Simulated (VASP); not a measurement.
# CaO in VASP: a series of runs

Runs on CaO. Level: PBE. Tasks: single point, relaxation of cell and atoms.

Everything below comes from runs of VASP 6.6.1. Logs are shortened: lines on timing, memory, paths and dates and some standing lists are left out, and cuts for length are marked.

## 1. The cell of the first run

The structure is hexagonal, space group P-6m2 (No. 187). Conventional cell: a = 3.300 Å, b = 3.300 Å, c = 2.999 Å, α = 90.00°, β = 90.00°, γ = 120.00°. Ca (site symmetry -6m2) has 6 O at 2.42 Å and 2 Ca at 3.00 Å within 3.2 Å. Within 3.2 Å of O (site symmetry -6m2) lie 6 Ca at 2.42 Å and 2 O at 3.00 Å.

## 2. Single point, PBE

Input file INCAR:

```
SYSTEM = CaO
PREC = Accurate ; ENCUT = 520
EDIFF = 1E-6 ; ISMEAR = 0
SIGMA = 0.1 ; LREAL = .False.
LASPH = .True. ; NELM = 100
ALGO = Normal ; ISIF = 2
LWAVE = .False. ; LCHARG = .False.
GGA = PE ; NBANDS = 42
```

Input file KPOINTS:

```
Automatic mesh
0
Gamma
  4 3 3
  0 0 0
```

Input file POSCAR:

```
CaO
1.0
    0.0000000000      0.0000000000      2.9987230039
    6.6009510313      0.0000000001      0.0000000000
   -3.3004755157      5.7165912822      0.0000000000
Ca O
4 4
Direct
    0.5000000000      0.1666666667      0.3333333333
    0.5000000000      0.1666666667      0.8333333333
    0.5000000000      0.6666666667      0.3333333333
    0.5000000000      0.6666666667      0.8333333333
    0.0000000000      0.3333333333      0.1666666667
    0.0000000000      0.3333333333      0.6666666667
    0.0000000000      0.8333333333      0.1666666667
    0.0000000000      0.8333333333      0.6666666667
```

Potentials or basis: VASP PAW PBE potentials, release 64 (Ca_sv, O).

On the command line:

```sh
$ cat potpaw_PBE.64/Ca_sv/POTCAR potpaw_PBE.64/O/POTCAR > POTCAR
$ mpirun -np 1 vasp_std > vasp.out
```

OUTCAR:

```text
SYSTEM = CaO
   PREC = Accurate
   ENCUT = 520
   EDIFF = 1E-6
   ISMEAR = 0
   LREAL = .False.
   LASPH = .True.
   NELM = 100
   ISIF = 2
   GGA = PE

 ion  position               nearest neighbor table
   1  0.500  0.167  0.333-   5 2.42   5 2.42   6 2.42   6 2.42   7 2.42   7 2.42
   2  0.500  0.167  0.833-   6 2.42   6 2.42   5 2.42   5 2.42   8 2.42   8 2.42
   3  0.500  0.667  0.333-   7 2.42   7 2.42   8 2.42   8 2.42   5 2.42   5 2.42
   4  0.500  0.667  0.833-   8 2.42   8 2.42   7 2.42   7 2.42   6 2.42   6 2.42
   5  0.000  0.333  0.167-   1 2.42   1 2.42   2 2.42   2 2.42   3 2.42   3 2.42
   6  0.000  0.333  0.667-   2 2.42   2 2.42   1 2.42   1 2.42   4 2.42   4 2.42
   7  0.000  0.833  0.167-   3 2.42   3 2.42   4 2.42   4 2.42   1 2.42   1 2.42
   8  0.000  0.833  0.667-   4 2.42   4 2.42   3 2.42   3 2.42   2 2.42   2 2.42

  LATTYP: Found a hexagonal cell.
 ALAT       =     6.6009510313
 C/A-ratio  =     0.4542865096

  Lattice vectors:

 A1 = (   6.6009510313,   0.0000000001,   0.0000000000)
 A2 = (  -3.3004755157,   5.7165912822,   0.0000000000)
 A3 = (   0.0000000000,   0.0000000000,   2.9987230039)

Analysis of symmetry for initial positions (statically):
=====================================================================
 Subroutine PRICEL returns following result:

  LATTYP: Found a hexagonal cell.
 ALAT       =     3.3004755157
 C/A-ratio  =     0.9085730192

  Lattice vectors:

 A1 = (   3.3004755157,   0.0000000000,   0.0000000000)
 A2 = (  -1.6502377579,   2.8582956411,   0.0000000000)
 A3 = (   0.0000000000,   0.0000000000,   2.9987230039)

   4 primitive cells build up your supercell.

 Routine SETGRP: Setting up the symmetry group for a
 hexagonal supercell.

 Subroutine GETGRP returns: Found 12 space group operations
 (whereof 12 operations were pure point group operations)
 out of a pool of 24 trial point group operations.

The static configuration has the point symmetry D_3h.

Analysis of symmetry for dynamics (positions and initial velocities):
=====================================================================
 Subroutine PRICEL returns following result:

  LATTYP: Found a hexagonal cell.
 ALAT       =     3.3004755157
 C/A-ratio  =     0.9085730192

  Lattice vectors:

 A1 = (   3.3004755157,   0.0000000000,   0.0000000000)
 A2 = (  -1.6502377579,   2.8582956411,   0.0000000000)
 A3 = (   0.0000000000,   0.0000000000,   2.9987230039)

   4 primitive cells build up your supercell.

 Routine SETGRP: Setting up the symmetry group for a
 hexagonal supercell.

 Subroutine GETGRP returns: Found 12 space group operations
 (whereof 12 operations were pure point group operations)
 out of a pool of 24 trial point group operations.

The dynamic configuration has the point symmetry D_3h.

 Subroutine INISYM returns: Found 12 space group operations
 (whereof 12 operations are pure point group operations),
 and found     4 'primitive' translations

----------------------------------------------------------------------------------------

                                     Primitive cell

  volume of cell :      28.2892

  direct lattice vectors                    reciprocal lattice vectors
     3.300475516  0.000000000  0.000000000     0.302986644  0.174929420  0.000000000
    -1.650237758  2.858295641  0.000000000    -0.000000000  0.349858841  0.000000000
     0.000000000  0.000000000  2.998723004     0.000000000  0.000000000  0.333475282

  length of vectors
     3.300475516  3.300475516  2.998723004     0.349858841  0.349858841  0.333475282

  position of ions in fractional coordinates (direct lattice)
     0.333333333  0.666666667  0.500000000
     0.666666667  0.333333333  0.000000000

  ion indices of the primitive-cell ions
   primitive index   ion index
                 1           1
                 2           5

----------------------------------------------------------------------------------------

 KPOINTS: Automatic mesh

Automatic generation of k-mesh.
 Grid dimensions read from file:
 generate k-points for:    4    3    3

 Generating k-lattice:

  Cartesian coordinates                     Fractional coordinates (reciprocal lattice)
     0.000000000  0.000000000  0.083368821     0.250000000  0.000000000  0.000000000
     0.050497774  0.029154903  0.000000000     0.000000000  0.333333333  0.000000000
    -0.000000000  0.058309807  0.000000000     0.000000000  0.000000000  0.333333333

  Length of vectors
     0.083368821  0.058309807  0.058309807

  Shift w.r.t. Gamma in fractional coordinates (k-lattice)
     0.000000000  0.000000000  0.000000000

 Subroutine IBZKPT returns following result:
 ===========================================

 Found      9 irreducible k-points:

 Following reciprocal coordinates:
            Coordinates               Weight
  0.000000  0.000000  0.000000      1.000000
  0.250000  0.000000  0.000000      2.000000
  0.500000  0.000000  0.000000      1.000000
  0.000000  0.333333  0.000000      6.000000
  0.250000  0.333333  0.000000     12.000000
  0.500000  0.333333  0.000000      6.000000
  0.000000  0.333333  0.333333      2.000000
  0.250000  0.333333  0.333333      4.000000
  0.500000  0.333333  0.333333      2.000000
   k-points           NKPTS =      9   k-points in BZ     NKDIM =      9   number of bands    NBANDS=     42
   number of dos      NEDOS =    301   number of ions     NIONS =      8
   total plane-waves  NPLWV =  60000
   dimension x,y,z NGX =    24 NGY =   50 NGZ =   50
   dimension x,y,z NGXF=    48 NGYF=  100 NGZF=  100
   ions per type =               4   4
   NGX,Y,Z   is equivalent  to a cutoff of  13.31, 12.59, 12.59 a.u.
   NGXF,Y,Z  is equivalent  to a cutoff of  26.61, 25.19, 25.19 a.u.
 SYSTEM =  CaO
   PREC   = accura    normal or accurate (medium, high low for compatibility)
   ISTART =      0    job   : 0-new  1-cont  2-samecut
   ICHARG =      2    charge: 1-file 2-atom 10-const
   ISPIN  =      1    spin polarized calculation?
   LNONCOLLINEAR =      F non collinear calculations
   LSORBIT =      F    spin-orbit coupling
   LASPH  =      T    aspherical Exc in radial PAW
   ENCUT  =  520.0 eV  38.22 Ry    6.18 a.u.   5.58 12.27 12.27*2*pi/ulx,y,z
   NELM   =    100;   NELMIN=  2; NELMDL= -5     # of ELM steps
   EDIFF  = 0.1E-05   stopping-criterion for ELM
   LREAL  =      F    real-space projection
   EDIFFG = 0.1E-04   stopping-criterion for IOM
   NSW    =      0    number of steps for IOM
   IBRION =     -1    ionic relax: 0-MD 1-quasi-New 2-CG
   NFREE  =      0    steps in history (QN), initial steepest desc. (CG)
   ISIF   =      2    stress and relaxation
   ISYM   =      2    0-nonsym 1-usesym 2-fastsym
   POTIM  = 0.5000    time-step for ionic-motion
   TEBEG  =    0.0;   TEEND  =   0.0 temperature during run
   PSTRESS=    0.0 pullay stress
   NELECT =      64.0000    total number of electrons
   NUPDOWN=      -1.0000    fix difference up-down
   EMIN   =  10.00;   EMAX   =-10.00  energy-range for DOS
   EFERMI =   0.00;   METHOD = LEGACY
   ISMEAR =     0;   SIGMA  =   0.10  broadening in eV -4-tet -1-fermi 0-gaus
   EFERMI_NEDOS =   21; number of points for ismear=-14 and -15
   IALGO  =     38    algorithm
   IMIX   =      4    mixing-type and parameters
     AMIX     =   0.40;   BMIX     =  1.00
     AMIX_MAG =   1.60;   BMIX_MAG =  1.00
  volume/ion in A,a.u.               =      14.14        95.45
  Fermi-wavevector in a.u.,A,eV,Ry     =   1.353863  2.558431 24.938743  1.832946
  Thomas-Fermi vector in A             =   2.481083
   LORBIT       =      0    0 simple, 1 ext, 2 COOP (PROOUT), +10 PAW based schemes
   GGA     = PE    functional components
   LHFCALC =     F    Hartree Fock is set to
   AEXX    =    0.0000 exact exchange contribution
   IVDW    =     0    specifies the selected vdW correction
   LEPSILON=     F    determine dielectric tensor
   LRPA    =     F    only Hartree local field effects (RPA)
 non-spin polarized calculation
 Gauss-broadening in eV      SIGMA  =   0.10
  energy-cutoff  :      520.00
  volume of cell :      113.16
 maximum number of plane-waves:      3095
 NGX is ok and might be reduce to    24
   NGX = 11   NGY = 25   NGZ = 25

 number of electron      63.9999994 magnetization

 Free energy of the ion-electron system (eV)
  ---------------------------------------------------
  ext. energy  EPLUGINS =         0.00000000
  ---------------------------------------------------
  free energy    TOTEN  =       -49.20646020 eV

  energy without entropy =      -49.20646020  energy(sigma->0) =      -49.20646020

 E-fermi :   3.2586     XC(G=0): -10.3537

 val. band max:        2.6990502347   @ k =   0.0000   0.0000   0.0000
 cond. band min:       6.0122519431   @ k =   0.0000   0.0000   0.0000
 fundamental gap:      3.3132017084
 Fermi energy:         3.2586188859

 k-point     1 :       0.0000    0.0000    0.0000
  band No.  band energies     occupation
      1     -35.7360      2.00000
      2     -35.6426      2.00000
      3     -35.6426      2.00000
      4     -35.6426      2.00000
      5     -17.4412      2.00000
      6     -17.4412      2.00000
[... 34 lines left out ...]
     41      10.0809      0.00000
     42      10.0809      0.00000

 k-point     2 :       0.2500    0.0000    0.0000
  band No.  band energies     occupation
      1     -35.6741      2.00000
      2     -35.5870      2.00000
      3     -35.5870      2.00000
      4     -35.5870      2.00000
      5     -17.2290      2.00000
      6     -17.2290      2.00000
[... 34 lines left out ...]
     41       9.6617      0.00000
     42       9.6617      0.00000

 k-point     3 :       0.5000    0.0000    0.0000
  band No.  band energies     occupation
      1     -35.6111      2.00000
      2     -35.5304      2.00000
      3     -35.5304      2.00000
      4     -35.5304      2.00000
      5     -17.6279      2.00000
      6     -17.1366      2.00000
[... 34 lines left out ...]
     41       9.3347      0.00000
     42      10.0381      0.00000

 k-point     4 :       0.0000    0.3333    0.0000
  band No.  band energies     occupation
      1     -35.7129      2.00000
      2     -35.6662      2.00000
      3     -35.6427      2.00000
      4     -35.6427      2.00000
      5     -17.3486      2.00000
      6     -17.3486      2.00000
[... 34 lines left out ...]
     41       9.6255      0.00000
     42      10.3568      0.00000

 k-point     5 :       0.2500    0.3333    0.0000
  band No.  band energies     occupation
      1     -35.6525      2.00000
      2     -35.6089      2.00000
      3     -35.5870      2.00000
      4     -35.5870      2.00000
      5     -17.1472      2.00000
      6     -17.1472      2.00000
[... 34 lines left out ...]
     41       9.9312      0.00000
     42      10.0087      0.00000

 k-point     6 :       0.5000    0.3333    0.0000
  band No.  band energies     occupation
      1     -35.5911      2.00000
      2     -35.5507      2.00000
      3     -35.5304      2.00000
      4     -35.5304      2.00000
      5     -17.5152      2.00000
      6     -17.2707      2.00000
[... 34 lines left out ...]
     41       9.4663      0.00000
     42      10.4172      0.00000

 k-point     7 :       0.0000    0.3333    0.3333
  band No.  band energies     occupation
      1     -35.6779      2.00000
      2     -35.6779      2.00000
      3     -35.6779      2.00000
      4     -35.6309      2.00000
      5     -17.3136      2.00000
      6     -17.0939      2.00000
[... 34 lines left out ...]
     41       9.7068      0.00000
     42       9.7123      0.00000

 k-point     8 :       0.2500    0.3333    0.3333
  band No.  band energies     occupation
      1     -35.6199      2.00000
      2     -35.6199      2.00000
      3     -35.6199      2.00000
      4     -35.5760      2.00000
      5     -17.0862      2.00000
      6     -17.0142      2.00000
[... 34 lines left out ...]
     41       9.7677      0.00000
     42       9.7689      0.00000

 k-point     9 :       0.5000    0.3333    0.3333
  band No.  band energies     occupation
      1     -35.5608      2.00000
      2     -35.5608      2.00000
      3     -35.5608      2.00000
      4     -35.5202      2.00000
      5     -17.3350      2.00000
      6     -17.3350      2.00000
[... 34 lines left out ...]
     41      10.2833      0.00000
     42      10.2833      0.00000

------------------------ aborting loop because EDIFF is reached ----------------------------------------

  FORCE on cell =-STRESS in cart. coord.  units (eV):
  Direction    XX          YY          ZZ          XY          YZ          ZX
  --------------------------------------------------------------------------------------
  -------------------------------------------------------------------------------------
  Total        0.3163387      0.3163387      0.5273292      0.0000000      0.0000000      0.0000000
  in kB        4.4790185      4.4790185      7.4664200      0.0000000      0.0000000      0.0000000
  external PRESSURE =       5.4748190 kB  Pullay stress =       0.0000000 kB

 VOLUME and BASIS-vectors are now :
 -----------------------------------------------------------------------------
  energy-cutoff  :      520.00
  volume of cell :      113.16
      direct lattice vectors                 reciprocal lattice vectors
     0.000000000  0.000000000  2.998723004     0.000000000  0.000000000  0.333475282
     6.600951031  0.000000000  0.000000000     0.151493322  0.087464710  0.000000000
    -3.300475516  5.716591282  0.000000000    -0.000000000  0.174929420  0.000000000

 POSITION                                       TOTAL-FORCE (eV/Angst)
 -----------------------------------------------------------------------------------
      0.00000      1.90553      1.49936         0.000000      0.000000      0.000000
     -1.65024      4.76383      1.49936         0.000000      0.000000      0.000000
      3.30048      1.90553      1.49936        -0.000000      0.000000     -0.000000
      1.65024      4.76383      1.49936         0.000000      0.000000     -0.000000
      1.65024      0.95277      0.00000        -0.000000     -0.000000      0.000000
     -0.00000      3.81106      0.00000        -0.000000     -0.000000      0.000000
      4.95071      0.95277      0.00000        -0.000000     -0.000000      0.000000
      3.30048      3.81106      0.00000        -0.000000     -0.000000      0.000000
 -----------------------------------------------------------------------------------
    total drift:                               -0.000001      0.000001      0.000000

  FREE ENERGIE OF THE ION-ELECTRON SYSTEM (eV)
  ---------------------------------------------------
  free  energy   TOTEN  =       -49.2064602033 eV

  energy  without entropy=      -49.2064602033  energy(sigma->0) =      -49.20646020
```

Run time: 44 s. Hardware: 1 thread of Intel Xeon Platinum 8259CL at 2.50GHz (Skylake/Cascade Lake), shared host; peak memory 0.23 GiB.

What came out:

* Free energy: -49.2065 eV
* Pressure: 0.5 GPa
* Band gap on the k mesh: 3.31 eV

Caveat: the k points lie up to 0.52 Å⁻¹ apart. A k mesh can miss the band edges.

[end of part 1 of 2]
